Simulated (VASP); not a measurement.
Here is a VASP 6.6.1 calculation.

The input INCAR:

```
SYSTEM = AlTl2AuC6N6
  PREC = Accurate
  ENCUT = 700
  EDIFF = 1E-6
  ISMEAR = 0
  SIGMA = 0.1
  LREAL = Auto
  LASPH = .TRUE.
  NELM = 120
  ALGO = Normal
  ISIF = 2
  LWAVE = .FALSE.
  LCHARG = .FALSE.
  GGA = PE
  NBANDS = 65
  GGA_COMPAT = .FALSE.
```

The input KPOINTS:

```
regular mesh
0
G
  2 2 2
  0 0 0
```

The input POSCAR:

```
AlTl2AuC6N6
1.0
    0.0000000000      5.6035020421      5.6035020421
    5.6035020421      0.0000000000      5.6035020421
    5.6035020421      5.6035020421      0.0000000000
Al Tl C Au N
1 2 6 1 6
Direct
    0.5000000000      0.5000000000      0.5000000000
    0.2500000000      0.2500000000      0.2500000000
    0.7500000000      0.7500000000      0.7500000000
    0.7802730181      0.2197269819      0.2197269819
    0.2197269819      0.7802730181      0.2197269819
    0.2197269819      0.2197269819      0.7802730181
    0.2197269819      0.7802730181      0.7802730181
    0.7802730181      0.2197269819      0.7802730181
    0.7802730181      0.7802730181      0.2197269819
    0.0000000000      1.0000000000      0.0000000000
    0.6756044688      0.3243955312      0.3243955312
    0.3243955312      0.6756044688      0.3243955312
    0.3243955312      0.3243955312      0.6756044688
    0.3243955312      0.6756044688      0.6756044688
    0.6756044688      0.3243955312      0.6756044688
    0.6756044688      0.6756044688      0.3243955312
```

Potentials or basis: VASP PAW PBE potentials, release 64 (Al, Tl_d, C, Au_sv_GW, N).

Run with:

```console
$ cat potpaw_PBE.64/Al/POTCAR potpaw_PBE.64/Tl_d/POTCAR potpaw_PBE.64/C/POTCAR potpaw_PBE.64/Au_sv_GW/POTCAR potpaw_PBE.64/N/POTCAR > POTCAR
$ mpirun -np 1 vasp_std > vasp.out
```

(1) What does it give for the largest force?

(2) Estimate the band gap on the k mesh.

(3) Predict the pressure.

Answers

(1) 0.378 eV/Å.

(2) 0.72 eV.

(3) 0.2 GPa.

Caveat: the k points lie up to 0.49 Å⁻¹ apart; spin-orbit coupling is left out, which moves the levels of the heavy elements.
